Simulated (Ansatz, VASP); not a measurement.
## Li12CO in VASP and in Ansatz

```
Li O C
1.0
     5.75916    0.00000    0.00000
    -1.91972    5.42979    0.00000
     0.00000    0.00000   23.34904
Li O C
12 1 1
Direct
  0.25000 0.25000 0.17131
  0.25000 0.75000 0.17131
  0.75000 0.25000 0.17131
  0.75000 0.75000 0.17131
  0.00000 0.00000 0.26997
  0.00000 0.50000 0.26997
  0.50000 0.00000 0.26997
  0.50000 0.50000 0.26997
  0.25000 0.25000 0.36828
  0.25000 0.75000 0.36828
  0.75000 0.25000 0.36828
  0.75000 0.75000 0.36828
  0.25000 0.25000 0.49677
  0.25000 0.25000 0.54602
```

Alike in both runs: task single point; functional PBE; dispersion D3(BJ); k mesh 5 × 5 × 1; occupations gaussian, width 0.1 eV; no spin polarisation.

```csv
,VASP,Ansatz
version,VASP 6.6.1,Ansatz 0.2.0
potentials or method,"VASP PAW PBE potentials, release 64 (Li_sv, O_h, C_h), cutoff 1000 eV","scalar-relativistic, plane waves, PAW"
valence electrons in the cell,46,46
```

|  | VASP | Ansatz | Ansatz less VASP |
| --- | --- | --- | --- |
| gap on the k mesh at the Fermi level (eV) | none | none | - |
| rms of the force components (eV/Å) | 0.300 | 0.305 | +0.0052 |

Atom by atom the forces differ by 0.005 eV/Å (rms over components). A gap of «none» marks a metal or a gap that the smearing closes.
